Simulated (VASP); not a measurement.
# Na (I4/mmm) in VASP: further runs

Runs on Na. Level: PBEsol. Tasks: single point.

Everything below comes from runs of VASP 6.6.1. Logs are shortened: lines on timing, memory, paths and dates and some standing lists are left out, and cuts for length are marked.

### Step 1. The cell of the first run

It takes space group I4/mmm (No. 139, tetragonal). The conventional cell has a = 3.851 Å, b = 3.851 Å, c = 5.485 Å, α = 90.00°, β = 90.00°, γ = 90.00°. Within 5.1 Å of Na (site symmetry 4/mmm) lie 12 Na at 3.85 to 3.87 Å.

### Step 2. Single point, PBEsol

File INCAR:

```
SYSTEM = Na
PREC = Accurate ; ENCUT = 520
EDIFF = 1E-6 ; ISMEAR = 0
SIGMA = 0.15 ; LREAL = .FALSE.
LASPH = .TRUE. ; NELM = 100
ALGO = Normal ; ISIF = 2
LWAVE = .FALSE. ; LCHARG = .FALSE.
GGA = PS ; NBANDS = 10
```

File KPOINTS:

```
Automatic mesh
0
G
  16 16 16
  0 0 0
```

File POSCAR:

```
Na
1.0
   -1.9257000000      1.9257000000      2.7427000000
    1.9257000000     -1.9257000000      2.7427000000
    1.9257000000      1.9257000000     -2.7427000000
Na
1
Direct
    0.0000000000      0.0000000000      0.0000000000
```

Potentials or basis: VASP PAW PBE potentials, release 64 (Na_pv).

Launch:

```
$ cat potpaw_PBE.64/Na_pv/POTCAR > POTCAR
$ mpirun -np 1 vasp_std > vasp.out
```

OUTCAR:

```text
SYSTEM = Na
   PREC = Accurate
   ENCUT = 520
   EDIFF = 1E-6
   ISMEAR = 0
   LREAL = .FALSE.
   LASPH = .TRUE.
   NELM = 100
   ISIF = 2
   GGA = PS

 ion  position               nearest neighbor table
   1  0.000  0.000  0.000-

  LATTYP: Found a body centered tetragonal cell.
 ALAT       =     3.8514000000
 C/A-ratio  =     1.4242613076

  Lattice vectors:

 A1 = (  -1.9257000000,   1.9257000000,   2.7427000000)
 A2 = (   1.9257000000,  -1.9257000000,   2.7427000000)
 A3 = (   1.9257000000,   1.9257000000,  -2.7427000000)

Analysis of symmetry for initial positions (statically):
=====================================================================
 Subroutine PRICEL returns:
 Original cell was already a primitive cell.

 Routine SETGRP: Setting up the symmetry group for a
 body centered tetragonal supercell.

 Subroutine GETGRP returns: Found 16 space group operations
 (whereof 16 operations were pure point group operations)
 out of a pool of 16 trial point group operations.

The static configuration has the point symmetry D_4h.

Analysis of symmetry for dynamics (positions and initial velocities):
=====================================================================
 Subroutine PRICEL returns:
 Original cell was already a primitive cell.

 Routine SETGRP: Setting up the symmetry group for a
 body centered tetragonal supercell.

 Subroutine GETGRP returns: Found 16 space group operations
 (whereof 16 operations were pure point group operations)
 out of a pool of 16 trial point group operations.

The dynamic configuration has the point symmetry D_4h.

 Subroutine INISYM returns: Found 16 space group operations
 (whereof 16 operations are pure point group operations),
 and found     1 'primitive' translations

----------------------------------------------------------------------------------------

                                     Primitive cell

  volume of cell :      40.6832

  direct lattice vectors                    reciprocal lattice vectors
    -1.925700000  1.925700000  2.742700000     0.000000000  0.259645843  0.182302111
     1.925700000 -1.925700000  2.742700000     0.259645843  0.000000000  0.182302111
     1.925700000  1.925700000 -2.742700000     0.259645843  0.259645843  0.000000000

  length of vectors
     3.865105984  3.865105984  3.865105984     0.317253879  0.317253879  0.367194673

  position of ions in fractional coordinates (direct lattice)
     0.000000000  0.000000000  0.000000000

  ion indices of the primitive-cell ions
   primitive index   ion index
                 1           1

----------------------------------------------------------------------------------------

 KPOINTS: Automatic mesh

Automatic generation of k-mesh.
 Grid dimensions read from file:
 generate k-points for:   16   16   16

 Generating k-lattice:

  Cartesian coordinates                     Fractional coordinates (reciprocal lattice)
     0.000000000  0.016227865  0.011393882     0.062500000  0.000000000  0.000000000
     0.016227865  0.000000000  0.011393882     0.000000000  0.062500000  0.000000000
     0.016227865  0.016227865  0.000000000     0.000000000  0.000000000  0.062500000

  Length of vectors
     0.019828367  0.019828367  0.022949667

  Shift w.r.t. Gamma in fractional coordinates (k-lattice)
     0.000000000  0.000000000  0.000000000

 Subroutine IBZKPT returns following result:
 ===========================================

 Found    349 irreducible k-points:

 Following reciprocal coordinates:
            Coordinates               Weight
  0.000000  0.000000  0.000000      1.000000
  0.062500  0.000000  0.000000      8.000000
  0.125000  0.000000  0.000000      8.000000
  0.187500 -0.000000  0.000000      8.000000
  0.250000  0.000000  0.000000      8.000000
  0.312500  0.000000 -0.000000      8.000000
[... 16 lines left out ...]
 -0.125000  0.062500  0.000000     16.000000
 -0.062500  0.062500  0.000000      4.000000
 [... further k-points ...]
   k-points           NKPTS =    349   k-points in BZ     NKDIM =    349   number of bands    NBANDS=     10
   number of dos      NEDOS =    301   number of ions     NIONS =      1
   total plane-waves  NPLWV =  27000
   dimension x,y,z NGX =    30 NGY =   30 NGZ =   30
   dimension x,y,z NGXF=    60 NGYF=   60 NGZF=   60
   ions per type =               1
   NGX,Y,Z   is equivalent  to a cutoff of  12.90, 12.90, 12.90 a.u.
   NGXF,Y,Z  is equivalent  to a cutoff of  25.81, 25.81, 25.81 a.u.
 SYSTEM =  Na
   PREC   = accura    normal or accurate (medium, high low for compatibility)
   ISTART =      0    job   : 0-new  1-cont  2-samecut
   ICHARG =      2    charge: 1-file 2-atom 10-const
   ISPIN  =      1    spin polarized calculation?
   LNONCOLLINEAR =      F non collinear calculations
   LSORBIT =      F    spin-orbit coupling
   LASPH  =      T    aspherical Exc in radial PAW
   ENCUT  =  520.0 eV  38.22 Ry    6.18 a.u.   7.19  7.19  7.19*2*pi/ulx,y,z
   NELM   =    100;   NELMIN=  2; NELMDL= -5     # of ELM steps
   EDIFF  = 0.1E-05   stopping-criterion for ELM
   LREAL  =      F    real-space projection
   EDIFFG = 0.1E-04   stopping-criterion for IOM
   NSW    =      0    number of steps for IOM
   IBRION =     -1    ionic relax: 0-MD 1-quasi-New 2-CG
   NFREE  =      0    steps in history (QN), initial steepest desc. (CG)
   ISIF   =      2    stress and relaxation
   ISYM   =      2    0-nonsym 1-usesym 2-fastsym
   POTIM  = 0.5000    time-step for ionic-motion
   TEBEG  =    0.0;   TEEND  =   0.0 temperature during run
   PSTRESS=    0.0 pullay stress
   NELECT =       7.0000    total number of electrons
   NUPDOWN=      -1.0000    fix difference up-down
   EMIN   =  10.00;   EMAX   =-10.00  energy-range for DOS
   EFERMI =   0.00;   METHOD = LEGACY
   ISMEAR =     0;   SIGMA  =   0.15  broadening in eV -4-tet -1-fermi 0-gaus
   EFERMI_NEDOS =   21; number of points for ismear=-14 and -15
   IALGO  =     38    algorithm
   IMIX   =      4    mixing-type and parameters
     AMIX     =   0.40;   BMIX     =  1.00
     AMIX_MAG =   1.60;   BMIX_MAG =  1.00
  volume/ion in A,a.u.               =      40.68       274.54
  Fermi-wavevector in a.u.,A,eV,Ry     =   0.910547  1.720684 11.280531  0.829096
  Thomas-Fermi vector in A             =   2.034722
   LORBIT       =      0    0 simple, 1 ext, 2 COOP (PROOUT), +10 PAW based schemes
   GGA     = PS    functional components
   LHFCALC =     F    Hartree Fock is set to
   AEXX    =    0.0000 exact exchange contribution
   IVDW    =     0    specifies the selected vdW correction
   LEPSILON=     F    determine dielectric tensor
   LRPA    =     F    only Hartree local field effects (RPA)
 non-spin polarized calculation
 Gauss-broadening in eV      SIGMA  =   0.15
  energy-cutoff  :      520.00
  volume of cell :       40.68
 maximum number of plane-waves:      1110
 NGX is ok and might be reduce to    30
   NGX = 15   NGY = 15   NGZ = 15

 number of electron       6.9999996 magnetization

 Free energy of the ion-electron system (eV)
  ---------------------------------------------------
  ext. energy  EPLUGINS =         0.00000000
  ---------------------------------------------------
  free energy    TOTEN  =        -1.39271193 eV

  energy without entropy =       -1.38757871  energy(sigma->0) =       -1.39014532

 E-fermi :   0.0626     XC(G=0):  -6.2612

 val. band max:        0.0451906133   @ k =  -0.2500   0.4375   0.0625
 cond. band min:       0.1057453822   @ k =  -0.3750  -0.3750   0.2500
 fundamental gap:      0.0605547689
 Fermi energy:         0.0625727863

 k-point     1 :       0.0000    0.0000    0.0000
  band No.  band energies     occupation
      1     -24.8052      2.00000
      2     -24.8052      2.00000
      3     -24.8052      2.00000
      4      -3.0319      2.00000
      5      10.5814      0.00000
      6      10.6052      0.00000
      7      10.6052      0.00000
      8      11.6206      0.00000
      9      11.9174      0.00000
     10      11.9202      0.00000

 k-point     2 :       0.0625    0.0000    0.0000
  band No.  band energies     occupation
      1     -24.8062      2.00000
      2     -24.8054      2.00000
      3     -24.8053      2.00000
      4      -2.9710      2.00000
      5       9.5255      0.00000
      6      10.4320      0.00000
      7      10.4532      0.00000
      8      11.6518      0.00000
      9      12.1711      0.00000
     10      12.1782      0.00000

 k-point     3 :       0.1250    0.0000    0.0000
  band No.  band energies     occupation
      1     -24.8089      2.00000
      2     -24.8057      2.00000
      3     -24.8057      2.00000
      4      -2.7885      2.00000
      5       8.0614      0.00000
      6      10.1450      0.00000
      7      10.1763      0.00000
      8      11.3815      0.00000
      9      12.7445      0.00000
     10      12.7586      0.00000

 k-point     4 :       0.1875   -0.0000    0.0000
  band No.  band energies     occupation
      1     -24.8130      2.00000
      2     -24.8063      2.00000
      3     -24.8063      2.00000
      4      -2.4857      2.00000
      5       6.6285      0.00000
      6       9.8874      0.00000
      7       9.9298      0.00000
      8      11.1011      0.00000
      9      12.7129      0.00000
     10      12.8553      0.00000

 k-point     5 :       0.2500    0.0000    0.0000
  band No.  band energies     occupation
      1     -24.8178      2.00000
      2     -24.8071      2.00000
      3     -24.8070      2.00000
      4      -2.0645      2.00000
      5       5.2698      0.00000
      6       9.7029      0.00000
      7       9.7566      0.00000
      8      10.8826      0.00000
      9      12.0176      0.00000
     10      12.1555      0.00000

 k-point     6 :       0.3125    0.0000   -0.0000
  band No.  band energies     occupation
      1     -24.8226      2.00000
      2     -24.8078      2.00000
      3     -24.8076      2.00000
      4      -1.5274      2.00000
      5       3.9995      0.00000
      6       9.6014      0.00000
      7       9.6665      0.00000
      8      10.7463      0.00000
      9      11.4156      0.00000
     10      11.5411      0.00000
[... 183 lines left out ...]
 k-point    21 :      -0.2500    0.0625   -0.0000
  band No.  band energies     occupation
      1     -24.8164      2.00000
      2     -24.8074      2.00000
      3     -24.8068      2.00000
      4      -2.1629      2.00000
      5       5.7511      0.00000
      6       9.0933      0.00000
      7       9.5754      0.00000
      8      11.2394      0.00000
      9      11.9460      0.00000
     10      13.0816      0.00000

 k-point    22 :      -0.1875    0.0625   -0.0000
  band No.  band energies     occupation
      1     -24.8118      2.00000
      2     -24.8067      2.00000
      3     -24.8062      2.00000
      4      -2.5450      2.00000
      5       7.1273      0.00000
      6       9.3114      0.00000
      7       9.8007      0.00000
      8      11.7376      0.00000
      9      12.1739      0.00000
     10      12.4937      0.00000

 k-point    23 :      -0.1250    0.0625    0.0000
  band No.  band energies     occupation
      1     -24.8082      2.00000
      2     -24.8060      2.00000
      3     -24.8058      2.00000
      4      -2.8080      2.00000
      5       8.5519      0.00000
      6       9.6210      0.00000
      7      10.0021      0.00000
      8      11.5143      0.00000
      9      12.4049      0.00000
     10      12.9786      0.00000

 k-point    24 :      -0.0625    0.0625    0.0000
  band No.  band energies     occupation
      1     -24.8062      2.00000
      2     -24.8056      2.00000
      3     -24.8055      2.00000
      4      -2.9503      2.00000
      5       9.8294      0.00000
      6      10.0015      0.00000
      7      10.0188      0.00000
      8      11.5154      0.00000
      9      12.5741      0.00000
     10      12.6453      0.00000

 [... further k-points ...]
[... 5 lines left out ...]
  --------------------------------------------------------------------------------------
  -------------------------------------------------------------------------------------
  Total       -0.1835925     -0.1835925     -0.1883471      0.0000000     -0.0000000      0.0000000
  in kB       -7.2301959     -7.2301959     -7.4174374      0.0000000     -0.0000000      0.0000000
  external PRESSURE =      -7.2926097 kB  Pullay stress =       0.0000000 kB

 VOLUME and BASIS-vectors are now :
 -----------------------------------------------------------------------------
  energy-cutoff  :      520.00
  volume of cell :       40.68
      direct lattice vectors                 reciprocal lattice vectors
    -1.925700000  1.925700000  2.742700000     0.000000000  0.259645843  0.182302111
     1.925700000 -1.925700000  2.742700000     0.259645843  0.000000000  0.182302111
     1.925700000  1.925700000 -2.742700000     0.259645843  0.259645843  0.000000000

 POSITION                                       TOTAL-FORCE (eV/Angst)
 -----------------------------------------------------------------------------------
      0.00000      0.00000      0.00000         0.000000     -0.000000      0.000000
 -----------------------------------------------------------------------------------
    total drift:                               -0.000000     -0.000000      0.000000

  FREE ENERGIE OF THE ION-ELECTRON SYSTEM (eV)
  ---------------------------------------------------
  free  energy   TOTEN  =        -1.3927119326 eV

  energy  without entropy=       -1.3875787101  energy(sigma->0) =       -1.39014532
```

Run time: 72 s. Hardware: 1 thread of Oxide Virtual Turin-like, shared host; peak memory 0.22 GiB.

Results:

- Free energy: -1.3927 eV
- Pressure: -0.7 GPa

Caveat: the PAW data sets were made with another functional, which shifts forces and pressure a little.

[end of part 1 of 2]
